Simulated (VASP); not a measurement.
Here is a VASP 6.6.1 calculation.

INCAR

```
SYSTEM = Ta
PREC = Accurate ; ENCUT = 520
EDIFF = 1E-6 ; ISMEAR = -1
SIGMA = 0.08 ; LREAL = .FALSE.
LASPH = .TRUE. ; NELM = 60
ALGO = Normal ; ISIF = 2
LWAVE = .FALSE. ; LCHARG = .FALSE.
GGA = PE ; NBANDS = 12
```

File KPOINTS:

```
regular mesh
0
G
  17 17 17
  0 0 0
```

File POSCAR:

```
Ta
1.0
   -1.6175709496      1.6175709496      1.6175709496
    1.6175709496     -1.6175709496      1.6175709496
    1.6175709496      1.6175709496     -1.6175709496
Ta
1
Direct
    0.0000000000      0.0000000000      0.0000000000
```

Potentials or basis: VASP PAW PBE potentials, release 64 (Ta_pv).

The run is started by

```console
$ cat potpaw_PBE.64/Ta_pv/POTCAR > POTCAR
$ mpirun -np 1 vasp_std > vasp.out
```

What does it give for the pressure?

17.8 GPa.
